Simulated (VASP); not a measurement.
# Mg2BeS3 (P-62m) in VASP: further runs, part 2 of 2

VASP 6.6.1. The steps go on from the part before.

### 3 Single point, PBE

This run uses another cell than the first one, of 19.05 Å³/atom.

Contents of INCAR:

```
SYSTEM = Mg2BeS3
ALGO = Normal ; EDIFF = 1E-6
ENCUT = 600 ; GGA = PE
GGA_COMPAT = .FALSE. ; ISIF = 2
ISMEAR = 0 ; LASPH = .TRUE.
LCHARG = .FALSE. ; LREAL = .FALSE.
LWAVE = .FALSE. ; NBANDS = 21
NELM = 120 ; PREC = Accurate
SIGMA = 0.15
```

Contents of KPOINTS:

```
k-points
0
G
  3 3 2
  0 0 0
```

Contents of POSCAR:

```
Mg2BeS3
1.0
    6.0555993971      0.0000000037      0.0000000000
   -3.0277997017      5.2443029112      0.0000000000
    0.0000000000      0.0000000000      3.5984764321
Mg Be S
2 1 3
Direct
    0.3333333333      0.6666666667      0.0000000000
    0.6666666667      0.3333333333      0.0000000000
    0.0000000000      0.0000000000      0.5000000000
    0.6651650161      0.0000000000      0.5000000000
    0.0000000000      0.6651650161      0.5000000000
    0.3348349839      0.3348349839      0.5000000000
```

Potentials or basis: VASP PAW PBE potentials, release 64 (Mg, Be, S).

Launch:

```console
cat potpaw_PBE.64/Mg/POTCAR potpaw_PBE.64/Be/POTCAR potpaw_PBE.64/S/POTCAR > POTCAR
mpirun -np 1 vasp_std > vasp.out
```

OUTCAR:

```text
SYSTEM = Mg2BeS3
   EDIFF = 1E-6
   ENCUT = 600
   GGA = PE
   ISIF = 2
   ISMEAR = 0
   LASPH = .TRUE.
   LREAL = .FALSE.
   NELM = 120
   PREC = Accurate

 ion  position               nearest neighbor table
   1  0.333  0.667  0.000-   5 2.70   5 2.70   4 2.70   4 2.70   6 2.70   6 2.70   2 3.50   2 3.50
                             2 3.50
   2  0.667  0.333  0.000-   4 2.70   4 2.70   5 2.70   5 2.70   6 2.70   6 2.70   1 3.50   1 3.50
                             1 3.50
   3  0.000  0.000  0.500-   5 2.03   4 2.03   6 2.03
   4  0.665  0.000  0.500-   3 2.03   2 2.70   2 2.70   1 2.70   1 2.70
   5  0.000  0.665  0.500-   3 2.03   1 2.70   1 2.70   2 2.70   2 2.70
   6  0.335  0.335  0.500-   3 2.03   1 2.70   1 2.70   2 2.70   2 2.70

  LATTYP: Found a hexagonal cell.
 ALAT       =     6.0555993971
 C/A-ratio  =     0.5942395122

  Lattice vectors:

 A1 = (   6.0555993971,   0.0000000037,   0.0000000000)
 A2 = (  -3.0277997017,   5.2443029112,   0.0000000000)
 A3 = (   0.0000000000,   0.0000000000,   3.5984764321)

Analysis of symmetry for initial positions (statically):
=====================================================================
 Subroutine PRICEL returns:
[... 164 lines left out ...]
 fundamental gap:      1.4028826535
 Fermi energy:         4.0356857933

 k-point     1 :       0.0000    0.0000    0.0000
  band No.  band energies     occupation
      1      -9.5062      2.00000
      2      -8.1516      2.00000
      3      -8.1516      2.00000
      4      -1.1632      2.00000
      5      -0.6751      2.00000
      6      -0.6019      2.00000
[... 133 lines left out ...]
     20      10.8076      0.00000
     21      11.1474      0.00000

------------------------ aborting loop because EDIFF is reached ----------------------------------------

  FORCE on cell =-STRESS in cart. coord.  units (eV):
  Direction    XX          YY          ZZ          XY          YZ          ZX
  --------------------------------------------------------------------------------------
  -------------------------------------------------------------------------------------
  Total        0.0570141      0.0570141     -0.1293536      0.0000000     -0.0000000      0.0000000
  in kB        0.7993362      0.7993362     -1.8135329      0.0000000     -0.0000000      0.0000000
  external PRESSURE =      -0.0716201 kB  Pullay stress =       0.0000000 kB

 VOLUME and BASIS-vectors are now :
 -----------------------------------------------------------------------------
  energy-cutoff  :      600.00
  volume of cell :      114.28
      direct lattice vectors                 reciprocal lattice vectors
     6.055599397  0.000000004  0.000000000     0.165136419  0.095341556  0.000000000
    -3.027799702  5.244302911  0.000000000    -0.000000000  0.190683112  0.000000000
     0.000000000  0.000000000  3.598476432     0.000000000  0.000000000  0.277895387

 POSITION                                       TOTAL-FORCE (eV/Angst)
 -----------------------------------------------------------------------------------
     -0.00000      3.49620      0.00000        -0.000000      0.000000      0.000000
      3.02780      1.74810      0.00000        -0.000000     -0.000000      0.000000
      0.00000      0.00000      1.79924        -0.000000      0.000000      0.000000
      4.02797      0.00000      1.79924        -0.018178     -0.000000      0.000000
     -2.01399      3.48833      1.79924         0.009089     -0.015743      0.000000
      1.01381      1.75598      1.79924         0.009089      0.015743     -0.000000
 -----------------------------------------------------------------------------------
    total drift:                                0.000000      0.000001     -0.000000

  FREE ENERGIE OF THE ION-ELECTRON SYSTEM (eV)
  ---------------------------------------------------
  free  energy   TOTEN  =       -24.4507030366 eV

  energy  without entropy=      -24.4507030366  energy(sigma->0) =      -24.45070304
```

stdout:

```text
POSCAR found type information on POSCAR MgBeS
 POSCAR found :  3 types and       6 ions
 scaLAPACK will be used
 LDA part: xc-table for (Slater+PW92), standard interpolation
 POSCAR, INCAR and KPOINTS ok, starting setup
 FFT: planning ... GRIDC
 FFT: planning ... GRID_SOFT
 FFT: planning ... GRID
 WAVECAR not read
 entering main loop
```

It took 25 s on 1 thread of Intel Xeon Platinum 8488C (Sapphire Rapids), shared host; peak memory 0.25 GiB.

What came out:

* Free energy: -24.4507 eV
* Pressure: 0.0 GPa
* Largest force: 0.018 eV/Å
* Band gap on the k mesh: 1.40 eV (least direct gap 1.84 eV)

Forces in eV/Å, atoms in the order of the input:
```
Mg   0.000  0.000  0.000
Mg   0.000  0.000  0.000
Be   0.000  0.000  0.000
S   -0.018  0.000  0.000
S    0.009 -0.016  0.000
S    0.009  0.016  0.000
```

Stress tensor (GPa, compression positive):
```
 0.08  0.00  0.00
 0.00  0.08  0.00
 0.00  0.00 -0.18
```

Levels at points of the mesh, in eV from the valence-band top:
| k point | band 9 | band 10 | band 11 | band 12 | band 13 | band 14 | band 15 | band 16 |
| --- | --- | --- | --- | --- | --- | --- | --- | --- |
| (0.00, 0.00, 0.00) | -0.38 | -0.38 | -0.36 | -0.36 | 1.99 | 5.91 | 5.94 | 6.11 |
| (0.00, 0.00, 0.50) | -3.05 | -3.05 | 0.00 | 0.00 | 1.98 | 2.56 | 3.03 | 3.03 |

Caveat: the k points lie up to 0.87 Å⁻¹ apart; an odd mesh through Γ misses points on the zone boundary, where band edges can lie.
